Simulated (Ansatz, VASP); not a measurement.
**Two plane-wave programs on Sn**

File INCAR:

```
ALGO = Fast
EDIFF = 1E-7
EDIFFG = -0.005
ENCUT = 600
GGA = CA
IBRION = 2
ISIF = 3
ISMEAR = 0
LASPH = T
LCHARG = F
LREAL = F
LWAVE = F
NELM = 80
NSW = 70
PREC = Accurate
SIGMA = 0.1
```

Contents of KPOINTS:

```
k-points
0
Gamma
  12 12 12
```

The input POSCAR:

```
Sn
1.0
    0.0000000000      3.3273247537      3.3273247537
    3.3273247537      0.0000000000      3.3273247537
    3.3273247537      3.3273247537      0.0000000000
Sn
2
Direct
    0.0000000000      0.0000000000      0.0000000000
    0.2500000000      0.2500000000      0.2500000000
```

Input for Ansatz:

```yaml
crystal:
  lattice:
    - [0.0, 3.3273247537, 3.3273247537]
    - [3.3273247537, 0.0, 3.3273247537]
    - [3.3273247537, 3.3273247537, 0.0]
  atoms:
    - { symbol: Sn, position: [0.0, 0.0, 0.0] }
    - { symbol: Sn, position: [0.25, 0.25, 0.25] }
basis:
  ecutwfc: 420
kpoints:
  mp_grid: { grid: [12, 12, 12] }
hamiltonian:
  xc: lda
scf:
  occupations: { method: gaussian, width: 0.1 }
output:
  forces: true
  stress: true
  eigenvalues: true
relax:
  adjacent_minimum: "off"
  f_tol: 0.005
  max_steps: 50
  cell: { stress_tol: 0.05 }
```

Alike in both runs: task relaxation of cell and atoms; functional LDA; k mesh 12 × 12 × 12; occupations gaussian, width 0.1 eV; no spin polarisation.

|  | VASP | Ansatz |
| --- | --- | --- |
| version | VASP 6.6.1 | Ansatz 0.2.0 |
| potentials or method | VASP PAW LDA potentials, release 64 (Sn_d), cutoff 600 eV | scalar-relativistic, plane waves, PAW |
| valence electrons in the cell | 28 | 28 |

VASP gave:

- gap on the k mesh at the Fermi level, each at its own relaxed structure (eV): none
- relaxed volume (Å³/atom): 33.95
- relaxed cell length with the largest relative difference (Å): 4.579

Question: Estimate Ansatz's values.

Answer: gap on the k mesh at the Fermi level, each at its own relaxed structure (eV): none; relaxed volume (Å³/atom): 33.92; relaxed cell length with the largest relative difference (Å): 4.578.

LDA's correlation is that of Perdew and Zunger in VASP and of Perdew and Wang (1992) in Ansatz. A gap of «none» marks a metal or a gap that the smearing closes.
